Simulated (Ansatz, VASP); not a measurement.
**HfN: VASP beside Ansatz**

File INCAR:

```
SYSTEM = HfN
PREC = Accurate ; ENCUT = 520
EDIFF = 1E-7 ; ISMEAR = -1
SIGMA = 0.1 ; LREAL = .FALSE.
LASPH = .TRUE. ; NELM = 100
ALGO = Normal ; ISIF = 2
LWAVE = .FALSE. ; LCHARG = .TRUE.
GGA = CA ; LELF = .TRUE.
LVHAR = .TRUE. ; NBANDS = 14
```

File KPOINTS:

```
Automatic mesh
0
G
  15 15 15
  0 0 0
```

The input POSCAR:

```
HfN
1.0
    0.0000000000      2.0023889422      2.0023889422
    2.0023889422      0.0000000000      2.0023889422
    2.0023889422      2.0023889422      0.0000000000
Hf N
1 1
Direct
    0.0000000000      0.0000000000      0.0000000000
    0.5000000000      0.5000000000      0.5000000000
```

Input for Ansatz:

```yaml
crystal:
  lattice:
    - [0.0, 2.0023889422, 2.0023889422]
    - [2.0023889422, 0.0, 2.0023889422]
    - [2.0023889422, 2.0023889422, 0.0]
  atoms:
    - { symbol: Hf, position: [0.0, 0.0, 0.0] }
    - { symbol: "N", position: [0.5, 0.5, 0.5] }
kpoints:
  mp_grid: { grid: [15, 15, 15] }
scf:
  occupations: { method: fermi_dirac, width: 0.1 }
hamiltonian:
  xc: lda
  pseudopotentials: { kind: paw }
output:
  forces: true
  stress: true
  eigenvalues: true
  populations: true
```

Change from the starting cell: volume scaled by 0.72, PAW files.

Alike in both runs: task single point; functional LDA; k mesh 15 × 15 × 15; occupations fermi-dirac, width 0.1 eV; no spin polarisation.

|  | VASP | Ansatz |
| --- | --- | --- |
| version | VASP 6.6.1 | Ansatz 0.2.0 |
| potentials or method | VASP PAW LDA potentials, release 64 (Hf_pv, N) | PAW with Ansatz's default frozen-core files, scalar-relativistic |
| plane-wave cutoff (eV) | 520 | 420 |
| valence electrons in the cell | 15 | 31 |

Ansatz gave:

```
pressure (GPa) : 197.2
```

Task: Which values does VASP return?

Result: Pressure (GPa): 200.3.

LDA's correlation is that of Perdew and Zunger in VASP and of Perdew and Wang (1992) in Ansatz. Both programs put the cell under a high pressure, so it lies far from rest at this level. VASP's potentials hold 15 valence electrons a cell and Ansatz's 31, so a difference there can come from the potentials and not from the codes.

Neither program's run includes spin-orbit coupling. Noted on VASP's run: the cell as given lies far from equilibrium.
